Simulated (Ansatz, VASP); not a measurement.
**SnO2 in VASP and in Ansatz**

```xyz
6
Lattice="4.9752 0.0000 0.0000 0.0000 4.4103 0.0000 0.0000 0.0000 2.9792" Properties=species:S:1:pos:R:3 pbc="T T T"
Sn    2.4876    2.2052    1.4896
Sn    0.0000    0.0000    0.0000
O     1.6651    1.1616    0.0000
O     4.1527    1.0436    1.4896
O     0.8225    3.3667    1.4896
O     3.3101    3.2488    0.0000
```

Change from the starting cell: volume 10.895 Å^3 an atom, stretch along a over the lengths across it, relative to the relaxed cell 1.1282.

Alike in both runs: functional LDA; k mesh 6 × 6 × 10; occupations gaussian, width 0.05 eV; no spin polarisation.

Ansatz relaxed the structure, and its values are those at the end. VASP's run is a single point on that final structure, the one shown.

|  | VASP | Ansatz |
| --- | --- | --- |
| version | VASP 6.6.1 | Ansatz 0.2.0 |
| potentials or method | VASP PAW LDA potentials, release 64 (Sn_d, O), cutoff 520 eV | scalar-relativistic, plane waves, PAW |
| valence electrons in the cell | 52 | 52 |

Ansatz gave:

```
gap on the k mesh at the Fermi level (eV) : 2.52
least direct gap on the mesh (eV)         : 2.61
pressure (GPa)                            : 18.9
rms of the force components (eV/Å)        : 0.000
```

Task: Estimate VASP's values.

Result: gap on the k mesh at the Fermi level (eV): 2.54; least direct gap on the mesh (eV): 2.63; pressure (GPa): 20.7; rms of the force components (eV/Å): 0.031.

Ansatz warns that its potentials were made for another functional, while VASP's fit it. LDA's correlation is that of Perdew and Zunger in VASP and of Perdew and Wang (1992) in Ansatz. Ansatz's warnings: stress scf threshold loose.
